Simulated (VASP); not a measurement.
# CuCl in VASP: single point with PBEsol

Aim: the single point of CuCl with PBEsol.

Everything below comes from runs of VASP 6.6.1. Logs are shortened: lines on timing, memory, paths and dates and some standing lists are left out, and cuts for length are marked.

## (1) The cell of the first run

The cell holds a slab with vacuum, 8 atoms: a = 3.741 Å, b = 3.741 Å, c = 24.928 Å, α = 90.00°, β = 90.00°, γ = 120.00°.

## (2) Single point, PBEsol

Contents of INCAR:

```
PREC = Accurate ; ENCUT = 520
EDIFF = 1E-7 ; ISMEAR = 0
SIGMA = 0.05 ; LREAL = False
LASPH = True ; NELM = 80
ALGO = Normal ; ISIF = 2
LWAVE = False ; LCHARG = False
LDIPOL = True ; IDIPOL = 3
DIPOL = 0.5 0.5 0.500 ; GGA = PS
NBANDS = 46
```

Contents of KPOINTS:

```
Automatic mesh
0
Gamma
  9 9 1
```

Contents of POSCAR:

```
CuCl
1.0
    3.7412330494      0.0000000000      0.0000000000
   -1.8706165247      3.2400028622      0.0000000000
    0.0000000000      0.0000000000     24.9277879781
Cl Cu
4 4
Direct
    0.0000000000      0.0000000000      0.3089832860
    0.3333333333      0.6666666667      0.4301934158
    0.6666666667      0.3333333333      0.5509324790
    0.0000000000      0.0000000000      0.6838046994
    0.3333333333      0.6666666667      0.3299517646
    0.6666666667      0.3333333333      0.4561014080
    0.0000000000      0.0000000000      0.5891309363
    0.3333333333      0.6666666667      0.6509020108
```

Potentials or basis: VASP PAW PBE potentials, release 64 (Cl, Cu).

Run with:

```
> cat potpaw_PBE.64/Cl/POTCAR potpaw_PBE.64/Cu/POTCAR > POTCAR
> mpirun -np 1 vasp_std > vasp.out
```

OUTCAR:

```text
PREC = Accurate
   ENCUT = 520
   EDIFF = 1E-7
   ISMEAR = 0
   LREAL = False
   LASPH = True
   NELM = 80
   ISIF = 2
   GGA = PS

 ion  position               nearest neighbor table
   1  0.000  0.000  0.309-   5 2.22   5 2.22   5 2.22
   2  0.333  0.667  0.430-   6 2.25   6 2.25   6 2.25   5 2.50
   3  0.667  0.333  0.551-   7 2.36   7 2.36   7 2.36   6 2.36
   4  0.000  0.000  0.684-   8 2.31   8 2.31   8 2.31   7 2.36
   5  0.333  0.667  0.330-   1 2.22   1 2.22   1 2.22   2 2.50
   6  0.667  0.333  0.456-   2 2.25   2 2.25   2 2.25   3 2.36
   7  0.000  0.000  0.589-   4 2.36   3 2.36   3 2.36   3 2.36   8 2.65   8 2.65   8 2.65
   8  0.333  0.667  0.651-   4 2.31   4 2.31   4 2.31   7 2.65   7 2.65   7 2.65

  LATTYP: Found a hexagonal cell.
 ALAT       =     3.7412330494
 C/A-ratio  =     6.6629872154

  Lattice vectors:

 A1 = (   3.7412330494,   0.0000000000,   0.0000000000)
 A2 = (  -1.8706165247,   3.2400028622,   0.0000000000)
 A3 = (   0.0000000000,   0.0000000000,  24.9277879781)

Analysis of symmetry for initial positions (statically):
=====================================================================
 Subroutine PRICEL returns:
 Original cell was already a primitive cell.

 Routine SETGRP: Setting up the symmetry group for a
 hexagonal supercell.

 Subroutine GETGRP returns: Found  6 space group operations
 (whereof  6 operations were pure point group operations)
 out of a pool of 24 trial point group operations.

The static configuration has the point symmetry C_3v.

Analysis of symmetry for dynamics (positions and initial velocities):
=====================================================================
 Subroutine PRICEL returns:
 Original cell was already a primitive cell.

 Routine SETGRP: Setting up the symmetry group for a
 hexagonal supercell.

 Subroutine GETGRP returns: Found  6 space group operations
 (whereof  6 operations were pure point group operations)
 out of a pool of 24 trial point group operations.

The dynamic configuration has the point symmetry C_3v.

 Subroutine INISYM returns: Found  6 space group operations
 (whereof  6 operations are pure point group operations),
 and found     1 'primitive' translations

----------------------------------------------------------------------------------------

                                     Primitive cell

  volume of cell :     302.1648

  direct lattice vectors                    reciprocal lattice vectors
     3.741233049  0.000000000  0.000000000     0.267291555  0.154320851  0.000000000
    -1.870616525  3.240002862  0.000000000     0.000000000  0.308641703  0.000000000
     0.000000000  0.000000000 24.927787978     0.000000000  0.000000000  0.040115874

  length of vectors
     3.741233049  3.741233049 24.927787978     0.308641703  0.308641703  0.040115874

  position of ions in fractional coordinates (direct lattice)
     0.000000000  0.000000000  0.308983286
     0.333333333  0.666666667  0.430193416
     0.666666667  0.333333333  0.550932479
     0.000000000  0.000000000  0.683804699
     0.333333333  0.666666667  0.329951765
     0.666666667  0.333333333  0.456101408
     0.000000000  0.000000000  0.589130936
     0.333333333  0.666666667  0.650902011

  ion indices of the primitive-cell ions
   primitive index   ion index
                 1           1
                 2           2
                 3           3
                 4           4
                 5           5
                 6           6
                 7           7
                 8           8

----------------------------------------------------------------------------------------

 KPOINTS: Automatic mesh

Automatic generation of k-mesh.
 Grid dimensions read from file:
 generate k-points for:    9    9    1

 Generating k-lattice:

  Cartesian coordinates                     Fractional coordinates (reciprocal lattice)
     0.029699062  0.017146761  0.000000000     0.111111111  0.000000000  0.000000000
     0.000000000  0.034293523  0.000000000     0.000000000  0.111111111  0.000000000
     0.000000000  0.000000000  0.040115874     0.000000000  0.000000000  1.000000000

  Length of vectors
     0.034293523  0.034293523  0.040115874

  Shift w.r.t. Gamma in fractional coordinates (k-lattice)
     0.000000000  0.000000000  0.000000000

 Subroutine IBZKPT returns following result:
 ===========================================

 Found     12 irreducible k-points:

 Following reciprocal coordinates:
            Coordinates               Weight
  0.000000  0.000000  0.000000      1.000000
  0.111111  0.000000  0.000000      6.000000
  0.222222  0.000000  0.000000      6.000000
  0.333333 -0.000000  0.000000      6.000000
  0.444444  0.000000  0.000000      6.000000
  0.111111  0.111111  0.000000      6.000000
  0.222222  0.111111  0.000000     12.000000
  0.333333  0.111111  0.000000     12.000000
  0.444444  0.111111  0.000000      6.000000
  0.222222  0.222222  0.000000      6.000000
  0.333333  0.222222  0.000000     12.000000
  0.333333  0.333333  0.000000      2.000000
   k-points           NKPTS =     12   k-points in BZ     NKDIM =     12   number of bands    NBANDS=     46
   number of dos      NEDOS =    301   number of ions     NIONS =      8
   total plane-waves  NPLWV = 150528
   dimension x,y,z NGX =    28 NGY =   28 NGZ =  192
   dimension x,y,z NGXF=    56 NGYF=   56 NGZF=  384
   ions per type =               4   4
   NGX,Y,Z   is equivalent  to a cutoff of  12.44, 12.44, 12.80 a.u.
   NGXF,Y,Z  is equivalent  to a cutoff of  24.88, 24.88, 25.61 a.u.
 SYSTEM =  unknown system
   PREC   = accura    normal or accurate (medium, high low for compatibility)
   ISTART =      0    job   : 0-new  1-cont  2-samecut
   ICHARG =      2    charge: 1-file 2-atom 10-const
   ISPIN  =      1    spin polarized calculation?
   LNONCOLLINEAR =      F non collinear calculations
   LSORBIT =      F    spin-orbit coupling
   LASPH  =      T    aspherical Exc in radial PAW
   ENCUT  =  520.0 eV  38.22 Ry    6.18 a.u.   6.96  6.96 46.35*2*pi/ulx,y,z
   NELM   =     80;   NELMIN=  2; NELMDL= -5     # of ELM steps
   EDIFF  = 0.1E-06   stopping-criterion for ELM
   LREAL  =      F    real-space projection
   EDIFFG = 0.1E-05   stopping-criterion for IOM
   NSW    =      0    number of steps for IOM
   IBRION =     -1    ionic relax: 0-MD 1-quasi-New 2-CG
   NFREE  =      0    steps in history (QN), initial steepest desc. (CG)
   ISIF   =      2    stress and relaxation
   ISYM   =      2    0-nonsym 1-usesym 2-fastsym
   POTIM  = 0.5000    time-step for ionic-motion
   TEBEG  =    0.0;   TEEND  =   0.0 temperature during run
   PSTRESS=    0.0 pullay stress
   NELECT =      72.0000    total number of electrons
   NUPDOWN=      -1.0000    fix difference up-down
   EMIN   =  10.00;   EMAX   =-10.00  energy-range for DOS
   EFERMI =   0.00;   METHOD = LEGACY
   ISMEAR =     0;   SIGMA  =   0.05  broadening in eV -4-tet -1-fermi 0-gaus
   EFERMI_NEDOS =   21; number of points for ismear=-14 and -15
   IALGO  =     38    algorithm
   IMIX   =      4    mixing-type and parameters
     AMIX     =   0.40;   BMIX     =  1.00
     AMIX_MAG =   1.60;   BMIX_MAG =  1.00
  volume/ion in A,a.u.               =      37.77       254.89
  Fermi-wavevector in a.u.,A,eV,Ry     =   1.014934  1.917947 14.015232  1.030091
  Thomas-Fermi vector in A             =   2.148190
   LORBIT       =      0    0 simple, 1 ext, 2 COOP (PROOUT), +10 PAW based schemes
   GGA     = PS    functional components
   LHFCALC =     F    Hartree Fock is set to
   AEXX    =    0.0000 exact exchange contribution
   IVDW    =     0    specifies the selected vdW correction
   LEPSILON=     F    determine dielectric tensor
   LRPA    =     F    only Hartree local field effects (RPA)
 non-spin polarized calculation
 Gauss-broadening in eV      SIGMA  =   0.05
  energy-cutoff  :      520.00
  volume of cell :      302.16
 maximum number of plane-waves:      8183
 NGX is ok and might be reduce to    28
   NGX = 13   NGY = 13   NGZ = 93

 dipolmoment           0.000000      0.000000      0.000002 electrons x Angstroem

 number of electron      71.9999994 magnetization

 dipolmoment           0.000000      0.000000     -0.102607 electrons x Angstroem

 Free energy of the ion-electron system (eV)
  ---------------------------------------------------
  ext. energy  EPLUGINS =         0.00000000
  ---------------------------------------------------
  free energy    TOTEN  =       -27.99540856 eV

  energy without entropy =      -27.99132036  energy(sigma->0) =      -27.99336446

 E-fermi :   0.0659     XC(G=0):  -5.2540

 val. band max:        0.0588845997   @ k =   0.1111   0.0000   0.0000
 cond. band min:       0.1956100662   @ k =   0.0000   0.0000   0.0000
 fundamental gap:      0.1367254665
 Fermi energy:         0.0658604554

 k-point     1 :       0.0000    0.0000    0.0000
  band No.  band energies     occupation
      1     -18.0034      2.00000
      2     -17.6426      2.00000
      3     -17.0807      2.00000
      4     -16.3122      2.00000
      5      -7.7206      2.00000
      6      -6.6125      2.00000
[... 38 lines left out ...]
     45       5.5699      0.00000
     46       5.5699      0.00000

 k-point     2 :       0.1111    0.0000    0.0000
  band No.  band energies     occupation
      1     -17.9571      2.00000
      2     -17.6043      2.00000
      3     -17.0397      2.00000
      4     -16.2704      2.00000
      5      -7.6701      2.00000
      6      -6.6134      2.00000
[... 482 lines left out ...]
 k-point    12 :       0.3333    0.3333    0.0000
  band No.  band energies     occupation
      1     -17.5291      2.00000
      2     -17.2480      2.00000
      3     -16.6610      2.00000
      4     -15.8845      2.00000
      5      -7.2734      2.00000
      6      -7.1933      2.00000
[... 38 lines left out ...]
     45       6.7630      0.00000
     46       6.8102      0.00000

------------------------ aborting loop because EDIFF is reached ----------------------------------------

 vacuum level on the upper side and lower side of the slab       (xc-potential included)        -0.853         0.647

  FORCE on cell =-STRESS in cart. coord.  units (eV):
  Direction    XX          YY          ZZ          XY          YZ          ZX
  --------------------------------------------------------------------------------------
  -------------------------------------------------------------------------------------
  Total       -0.1405437     -0.1405437      0.0893958      0.0000000      0.0000000     -0.0000000
  in kB       -0.7452087     -0.7452087      0.4740062      0.0000000      0.0000000     -0.0000000
  external PRESSURE =      -0.3388038 kB  Pullay stress =       0.0000000 kB

 VOLUME and BASIS-vectors are now :
 -----------------------------------------------------------------------------
  energy-cutoff  :      520.00
  volume of cell :      302.16
      direct lattice vectors                 reciprocal lattice vectors
     3.741233049  0.000000000  0.000000000     0.267291555  0.154320851  0.000000000
    -1.870616525  3.240002862  0.000000000     0.000000000  0.308641703  0.000000000
     0.000000000  0.000000000 24.927787978     0.000000000  0.000000000  0.040115874

 POSITION                                       TOTAL-FORCE (eV/Angst)
 -----------------------------------------------------------------------------------
      0.00000      0.00000      7.70227        -0.000000      0.000000     -0.006367
     -0.00000      2.16000     10.72377         0.000000     -0.000000     -0.024020
      1.87062      1.08000     13.73353         0.000000      0.000000      0.001573
      0.00000      0.00000     17.04574         0.000000      0.000000      0.036682
     -0.00000      2.16000      8.22497        -0.000000      0.000000      0.006531
      1.87062      1.08000     11.36960         0.000000      0.000000     -0.001296
      0.00000      0.00000     14.68573        -0.000000      0.000000      0.001590
     -0.00000      2.16000     16.22555         0.000000      0.000000     -0.014692
 -----------------------------------------------------------------------------------
    total drift:                               -0.000002     -0.000001      0.001406

  FREE ENERGIE OF THE ION-ELECTRON SYSTEM (eV)
  ---------------------------------------------------
  free  energy   TOTEN  =       -27.9954085570 eV

  energy  without entropy=      -27.9913203622  energy(sigma->0) =      -27.99336446

 vacuum level on the upper side and lower side of the slab         3.702         5.233
```

Run time: 7.8 min. Hardware: 1 thread of Intel Xeon 6975P-C, shared host; peak memory 0.46 GiB.

Results:

```
Free energy            : -27.9954 eV
Largest force          : 0.037 eV/Å
Band gap on the k mesh : zero (band 36 reaches 0.20 eV, above the bottom of band 37 at 0.06 eV)
```

Forces in eV/Å, atoms in the order of the input:
```
Cl   0.000  0.000 -0.006
Cl   0.000  0.000 -0.024
Cl   0.000  0.000  0.002
Cl   0.000  0.000  0.037
Cu   0.000  0.000  0.007
Cu   0.000  0.000 -0.001
Cu   0.000  0.000  0.002
Cu   0.000  0.000 -0.015
```

Caveat: the PAW data sets were made with another functional, which shifts forces and pressure a little; semilocal functionals often make such compounds metallic where correlation or magnetic order opens a gap, which also shifts bond lengths.
